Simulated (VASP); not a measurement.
A run of VASP 6.6.1 is set up as follows.

The input INCAR:

```
SYSTEM = CoO
PREC = Accurate
ENCUT = 520
EDIFF = 1E-7
ISMEAR = 0
SIGMA = 0.15
LREAL = .False.
LASPH = .True.
NELM = 150
ALGO = Normal
ISIF = 2
LWAVE = .False.
LCHARG = .False.
ISPIN = 2
MAGMOM = 2.64 0.33
LORBIT = 11
LMAXMIX = 4
GGA = PS
NBANDS = 18
```

File KPOINTS:

```
Automatic mesh
0
Gamma
  18 18 18
  0 0 0
```

File POSCAR:

```
CoO
1.0
    1.5054695445      0.8691832468      2.4399269062
   -1.5054695445      0.8691832468      2.4399269062
    0.0000000000     -1.7383664936      2.4399269062
Co O
1 1
Direct
    0.0000000000      0.0000000000      0.0000000000
    0.5102462086      0.5102462086      0.5102462086
```

Potentials or basis: VASP PAW PBE potentials, release 64 (Co, O).

Launch:

```bash
$ cat potpaw_PBE.64/Co/POTCAR potpaw_PBE.64/O/POTCAR > POTCAR
$ mpirun -np 1 vasp_std > vasp.out
```

(1) Estimate the pressure.

(2) Predict the site moments.

(3) What does it give for the largest force?

## Answers

(1) -9.2 GPa.

(2) Co +2.54; O +0.31 μB.

(3) 0.008 eV/Å.

Caveat: the cell stands under tension; the PAW data sets were made with another functional, which shifts forces and pressure a little; a cell with one magnetic atom can't hold antiferromagnetic order, which such compounds often take.
